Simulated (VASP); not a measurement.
# CaB2 in VASP: a series of runs

Runs on CaB2. Level: revPBE. Tasks: single point, relaxation of the atoms.

Everything below comes from runs of VASP 6.6.1. Logs are shortened: lines on timing, memory, paths and dates and some standing lists are left out, and cuts for length are marked.

**1. The cell of the first run**

The typed cell holds 3 atoms: a = 3.226 Å, b = 3.226 Å, c = 4.067 Å, α = 90.00°, β = 90.00°, γ = 120.00°.

**2. Single point, revPBE**

INCAR reads:

```
PREC = Accurate ; ENCUT = 500
EDIFF = 1E-6 ; ISMEAR = 1
SIGMA = 0.1 ; LREAL = False
LASPH = True ; NELM = 120
ALGO = Normal ; ISIF = 2
LWAVE = False ; LCHARG = False
GGA = RE ; NBANDS = 15
GGA_COMPAT = False
```

KPOINTS reads:

```
Automatic mesh
0
Gamma
  4 4 3
```

POSCAR reads:

```
CaB2
1.0
    3.2264303790      0.0000000000      0.0000000000
   -1.6132151895      2.7941706718      0.0000000000
    0.0000000000      0.0000000000      4.0673920000
Ca B
1 2
Direct
   -0.0088039626     -0.0082258818     -0.0004717864
    0.3245252098      0.6584490979      0.4994976488
    0.6578476827      0.3251281038      0.4995031505
```

Potentials or basis: VASP PAW PBE potentials, release 64 (Ca_sv, B).

Launch:

```bash
$ cat potpaw_PBE.64/Ca_sv/POTCAR potpaw_PBE.64/B/POTCAR > POTCAR
$ mpirun -np 1 vasp_std > vasp.out
```

OUTCAR:

```text
PREC = Accurate
   ENCUT = 500
   EDIFF = 1E-6
   ISMEAR = 1
   LREAL = False
   LASPH = True
   NELM = 120
   ISIF = 2
   GGA = RE

 ion  position               nearest neighbor table
   1  0.991  0.992  1.000-
   2  0.325  0.658  0.499-   3 1.86   3 1.86   3 1.86
   3  0.658  0.325  0.500-   2 1.86   2 1.86   2 1.86

  LATTYP: Found a hexagonal cell.
 ALAT       =     3.2264303790
 C/A-ratio  =     1.2606476887

  Lattice vectors:

 A1 = (   3.2264303790,   0.0000000000,   0.0000000000)
 A2 = (  -1.6132151895,   2.7941706718,   0.0000000000)
 A3 = (   0.0000000000,   0.0000000000,   4.0673920000)

Analysis of symmetry for initial positions (statically):
=====================================================================
 Subroutine PRICEL returns:
 Original cell was already a primitive cell.

 Routine SETGRP: Setting up the symmetry group for a
 hexagonal supercell.

 Subroutine GETGRP returns: Found  2 space group operations
 (whereof  1 operations were pure point group operations)
 out of a pool of 24 trial point group operations.

The static configuration has the point symmetry C_1 .
 The point group associated with its full space group is C_1h.

Analysis of symmetry for dynamics (positions and initial velocities):
=====================================================================
 Subroutine PRICEL returns:
 Original cell was already a primitive cell.

 Routine SETGRP: Setting up the symmetry group for a
 hexagonal supercell.

 Subroutine GETGRP returns: Found  2 space group operations
 (whereof  1 operations were pure point group operations)
 out of a pool of 24 trial point group operations.

The dynamic configuration has the point symmetry C_1 .
 The point group associated with its full space group is C_1h.

 Subroutine INISYM returns: Found  2 space group operations
 (whereof  1 operations are pure point group operations),
 and found     1 'primitive' translations

----------------------------------------------------------------------------------------

                                     Primitive cell

  volume of cell :      36.6683

  direct lattice vectors                    reciprocal lattice vectors
     3.226430379  0.000000000  0.000000000     0.309940052  0.178943973  0.000000000
    -1.613215189  2.794170672  0.000000000     0.000000000  0.357887945  0.000000000
     0.000000000  0.000000000  4.067392000     0.000000000  0.000000000  0.245857788

  length of vectors
     3.226430379  3.226430379  4.067392000     0.357887945  0.357887945  0.245857788

  position of ions in fractional coordinates (direct lattice)
     0.991196037  0.991774118  0.999528214
     0.324525210  0.658449098  0.499497649
     0.657847683  0.325128104  0.499503150

  ion indices of the primitive-cell ions
   primitive index   ion index
                 1           1
                 2           2
                 3           3

----------------------------------------------------------------------------------------

 KPOINTS: Automatic mesh

Automatic generation of k-mesh.
 Grid dimensions read from file:
 generate k-points for:    4    4    3

 Generating k-lattice:

  Cartesian coordinates                     Fractional coordinates (reciprocal lattice)
     0.077485013  0.044735993  0.000000000     0.250000000  0.000000000  0.000000000
     0.000000000  0.089471986  0.000000000     0.000000000  0.250000000  0.000000000
     0.000000000  0.000000000  0.081952596     0.000000000  0.000000000  0.333333333

  Length of vectors
     0.089471986  0.089471986  0.081952596

  Shift w.r.t. Gamma in fractional coordinates (k-lattice)
     0.000000000  0.000000000  0.000000000

 Subroutine IBZKPT returns following result:
 ===========================================

 Found     17 irreducible k-points:

 Following reciprocal coordinates:
            Coordinates               Weight
  0.000000  0.000000  0.000000      1.000000
  0.250000  0.000000  0.000000      4.000000
 -0.250000  0.250000  0.000000      2.000000
  0.500000  0.000000  0.000000      2.000000
  0.500000  0.500000  0.000000      1.000000
  0.250000  0.250000  0.000000      2.000000
[... 9 lines left out ...]
 -0.250000  0.500000  0.333333      4.000000
  0.250000  0.500000  0.333333      4.000000
   k-points           NKPTS =     17   k-points in BZ     NKDIM =     17   number of bands    NBANDS=     15
   number of dos      NEDOS =    301   number of ions     NIONS =      3
   total plane-waves  NPLWV =  17280
   dimension x,y,z NGX =    24 NGY =   24 NGZ =   30
   dimension x,y,z NGXF=    48 NGYF=   48 NGZF=   60
   ions per type =               1   2
   NGX,Y,Z   is equivalent  to a cutoff of  12.37, 12.37, 12.26 a.u.
   NGXF,Y,Z  is equivalent  to a cutoff of  24.73, 24.73, 24.52 a.u.
 SYSTEM =  unknown system
   PREC   = accura    normal or accurate (medium, high low for compatibility)
   ISTART =      0    job   : 0-new  1-cont  2-samecut
   ICHARG =      2    charge: 1-file 2-atom 10-const
   ISPIN  =      1    spin polarized calculation?
   LNONCOLLINEAR =      F non collinear calculations
   LSORBIT =      F    spin-orbit coupling
   LASPH  =      T    aspherical Exc in radial PAW
   ENCUT  =  500.0 eV  36.75 Ry    6.06 a.u.   5.88  5.88  7.42*2*pi/ulx,y,z
   NELM   =    120;   NELMIN=  2; NELMDL= -5     # of ELM steps
   EDIFF  = 0.1E-05   stopping-criterion for ELM
   LREAL  =      F    real-space projection
   EDIFFG = 0.1E-04   stopping-criterion for IOM
   NSW    =      0    number of steps for IOM
   IBRION =     -1    ionic relax: 0-MD 1-quasi-New 2-CG
   NFREE  =      0    steps in history (QN), initial steepest desc. (CG)
   ISIF   =      2    stress and relaxation
   ISYM   =      2    0-nonsym 1-usesym 2-fastsym
   POTIM  = 0.5000    time-step for ionic-motion
   TEBEG  =    0.0;   TEEND  =   0.0 temperature during run
   PSTRESS=    0.0 pullay stress
   NELECT =      16.0000    total number of electrons
   NUPDOWN=      -1.0000    fix difference up-down
   EMIN   =  10.00;   EMAX   =-10.00  energy-range for DOS
   EFERMI =   0.00;   METHOD = LEGACY
   ISMEAR =     1;   SIGMA  =   0.10  broadening in eV -4-tet -1-fermi 0-gaus
   EFERMI_NEDOS =   21; number of points for ismear=-14 and -15
   IALGO  =     38    algorithm
   IMIX   =      4    mixing-type and parameters
     AMIX     =   0.40;   BMIX     =  1.00
     AMIX_MAG =   1.60;   BMIX_MAG =  1.00
  volume/ion in A,a.u.               =      12.22        82.48
  Fermi-wavevector in a.u.,A,eV,Ry     =   1.241703  2.346478 20.977822  1.541826
  Thomas-Fermi vector in A             =   2.376089
   LORBIT       =      0    0 simple, 1 ext, 2 COOP (PROOUT), +10 PAW based schemes
   GGA     = RE    functional components
   LHFCALC =     F    Hartree Fock is set to
   AEXX    =    0.0000 exact exchange contribution
   IVDW    =     0    specifies the selected vdW correction
   LEPSILON=     F    determine dielectric tensor
   LRPA    =     F    only Hartree local field effects (RPA)
 non-spin polarized calculation
 Methfessel and Paxton  Order N= 1 SIGMA  =   0.10
  energy-cutoff  :      500.00
  volume of cell :       36.67
 maximum number of plane-waves:       946
   NGX = 11   NGY = 11   NGZ = 15

 number of electron      16.0000000 magnetization

 Free energy of the ion-electron system (eV)
  ---------------------------------------------------
  ext. energy  EPLUGINS =         0.00000000
  ---------------------------------------------------
  free energy    TOTEN  =       -15.06295261 eV

  energy without entropy =      -15.06376740  energy(sigma->0) =      -15.06322420

 E-fermi :   4.4538     XC(G=0): -10.7300

 val. band max:        4.3706338986   @ k =   0.5000   0.0000   0.3333
 cond. band min:       5.0827861983   @ k =   0.0000   0.0000   0.0000
 fundamental gap:      0.7121522997
 Fermi energy:         4.4538349666

 k-point     1 :       0.0000    0.0000    0.0000
  band No.  band energies     occupation
      1     -35.0544      2.00000
      2     -16.0106      2.00000
      3     -15.8061      2.00000
      4     -15.8061      2.00000
      5      -5.7386      2.00000
      6       2.9236      2.00000
      7       5.0828     -0.00000
      8       5.0834     -0.00000
      9       5.2161     -0.00000
     10      10.1993      0.00000
     11      10.1995      0.00000
     12      11.0307      0.00000
     13      11.0307      0.00000
     14      11.5950      0.00000
     15      11.7498      0.00000

 k-point     2 :       0.2500    0.0000    0.0000
  band No.  band energies     occupation
      1     -34.9993      2.00000
      2     -16.1975      2.00000
      3     -15.9317      2.00000
      4     -15.8892      2.00000
      5      -4.7002      2.00000
      6       2.0457      2.00000
      7       3.0396      2.00000
      8       4.2171      2.00411
      9       6.1100     -0.00000
     10       8.8888      0.00000
     11       9.8474      0.00000
     12      10.5096      0.00000
     13      10.6846      0.00000
     14      11.4833      0.00000
     15      12.8107      0.00000

 k-point     3 :      -0.2500    0.2500    0.0000
  band No.  band energies     occupation
      1     -34.9993      2.00000
      2     -16.1975      2.00000
      3     -15.9317      2.00000
      4     -15.8892      2.00000
      5      -4.7002      2.00000
      6       2.0455      2.00000
      7       3.0397      2.00000
      8       4.2175      2.00416
      9       6.1100     -0.00000
     10       8.8888      0.00000
     11       9.8471      0.00000
     12      10.5095      0.00000
     13      10.6845      0.00000
     14      11.4833      0.00000
     15      12.8108      0.00000
[... 217 lines left out ...]
 k-point    16 :      -0.2500    0.5000    0.3333
  band No.  band energies     occupation
      1     -34.9406      2.00000
      2     -16.4036      2.00000
      3     -16.1142      2.00000
      4     -15.9212      2.00000
      5      -2.8024      2.00000
      6      -0.0392      2.00000
      7       1.7127      2.00000
      8       3.4815      2.00000
      9       5.2189     -0.00000
     10       9.6311      0.00000
     11      10.7677      0.00000
     12      11.0082      0.00000
     13      12.3585      0.00000
     14      12.4610      0.00000
     15      14.5440      0.00000

 k-point    17 :       0.2500    0.5000    0.3333
  band No.  band energies     occupation
      1     -34.9406      2.00000
      2     -16.4036      2.00000
      3     -16.1142      2.00000
      4     -15.9212      2.00000
      5      -2.8024      2.00000
      6      -0.0392      2.00000
      7       1.7127      2.00000
      8       3.4815      2.00000
      9       5.2189     -0.00000
     10       9.6311      0.00000
     11      10.7677      0.00000
     12      11.0082      0.00000
     13      12.3585      0.00000
     14      12.4610      0.00000
     15      14.5440      0.00000

------------------------ aborting loop because EDIFF is reached ----------------------------------------

  FORCE on cell =-STRESS in cart. coord.  units (eV):
  Direction    XX          YY          ZZ          XY          YZ          ZX
  --------------------------------------------------------------------------------------
  -------------------------------------------------------------------------------------
  Total        0.0159671      0.0165110      1.0471921      0.0004710     -0.0000028      0.0000048
  in kB        0.6976608      0.7214253     45.7557494      0.0205807     -0.0001215      0.0002108
  external PRESSURE =      15.7249452 kB  Pullay stress =       0.0000000 kB

 VOLUME and BASIS-vectors are now :
 -----------------------------------------------------------------------------
  energy-cutoff  :      500.00
  volume of cell :       36.67
      direct lattice vectors                 reciprocal lattice vectors
     3.226430379  0.000000000  0.000000000     0.309940052  0.178943973  0.000000000
    -1.613215189  2.794170672  0.000000000     0.000000000  0.357887945  0.000000000
     0.000000000  0.000000000  4.067392000     0.000000000  0.000000000  0.245857788

 POSITION                                       TOTAL-FORCE (eV/Angst)
 -----------------------------------------------------------------------------------
      1.59808      2.77119      4.06547        -0.000229      0.000132     -0.000812
     -0.01516      1.83982      2.03165        -0.000403      0.000233      0.000594
      1.59800      0.90846      2.03168         0.000632     -0.000365      0.000218
 -----------------------------------------------------------------------------------
    total drift:                               -0.000413     -0.000722      0.000008

  FREE ENERGIE OF THE ION-ELECTRON SYSTEM (eV)
  ---------------------------------------------------
  free  energy   TOTEN  =       -15.0629526061 eV

  energy  without entropy=      -15.0637674000  energy(sigma->0) =      -15.06322420
```

Run time: 11 s. Hardware: 1 thread of AMD EPYC 7R43 (Zen 3), shared host; peak memory 0.11 GiB.

Results:

```
Free energy            : -15.0630 eV
Pressure               : 1.6 GPa
Band gap on the k mesh : zero (bands 8 and 9 overlap by 1.10 eV)
```

Caveat: the k points lie up to 0.56 Å⁻¹ apart, too coarse for converged energies and pressures of a metal; the PAW data sets were made with another functional, which shifts forces and pressure a little.

**3. Relaxation of the atoms, revPBE**

INCAR reads:

```
SYSTEM = CaB2
PREC = Accurate ; ENCUT = 450
EDIFF = 1E-7 ; ISMEAR = 1
SIGMA = 0.1 ; LREAL = .False.
LASPH = .True. ; NELM = 120
ALGO = Normal ; ISIF = 2
LWAVE = .False. ; LCHARG = .False.
GGA = RE ; IBRION = 2
NSW = 80 ; EDIFFG = -0.05
GGA_COMPAT = .False. ; NELMIN = 4
```

KPOINTS reads:

```
regular mesh
0
Gamma
  4 4 3
  0 0 0
```

POSCAR reads:

```
CaB2
1.0
    3.2264300000      0.0000000000      0.0000000000
   -1.6132150000      2.7941710000      0.0000000000
    0.0000000000      0.0000000000      4.0673920000
Ca B
1 2
Direct
    0.0000000000      0.0000000000      0.0000000000
    0.3333333333      0.6666666667      0.5000000000
    0.6666666667      0.3333333333      0.5000000000
```

Potentials or basis: VASP PAW PBE potentials, release 64 (Ca_sv, B).

Launch:

```bash
$ cat potpaw_PBE.64/Ca_sv/POTCAR potpaw_PBE.64/B/POTCAR > POTCAR
$ mpirun -np 1 vasp_std > vasp.out
```

Run time: 5.3 s. Hardware: 1 thread of AMD EPYC 7R43 (Zen 3), shared host; peak memory 0.1 GiB.

The run converged. Its results:

```
Free energy             : -15.0616 eV
Pressure after relaxing : 1.6 GPa
Band gap on the k mesh  : zero (bands 8 and 9 overlap by 1.10 eV)
```

Stress tensor (GPa, compression positive):
```
0.09 0.00 0.00
0.00 0.09 0.00
0.00 0.00 4.60
```

Final structure:
```
CELL_PARAMETERS angstrom
3.22643 0.00000 0.00000
-1.61322 2.79417 0.00000
0.00000 0.00000 4.06739
ATOMIC_POSITIONS crystal
Ca 0.00000 0.00000 0.00000
B 0.33333 0.66667 0.50000
B 0.66667 0.33333 0.50000
```

Levels at points of the mesh, in eV from the Fermi level:
```
           k point  band 5  band 6  band 7  band 8  band 9  band 10  band 11  band 12
(0.00, 0.00, 0.00)  -10.19   -1.53    0.63    0.63    0.76     5.75     5.75     6.58
(0.50, 0.00, 0.00)   -6.64   -6.11   -1.12   -0.92    1.33     3.42     5.61     6.58
```

Caveat: the k points lie up to 0.56 Å⁻¹ apart, too coarse for converged energies and pressures of a metal; the relaxation stopped at its first step, so nothing moved; the PAW data sets were made with another functional, which shifts forces and pressure a little.
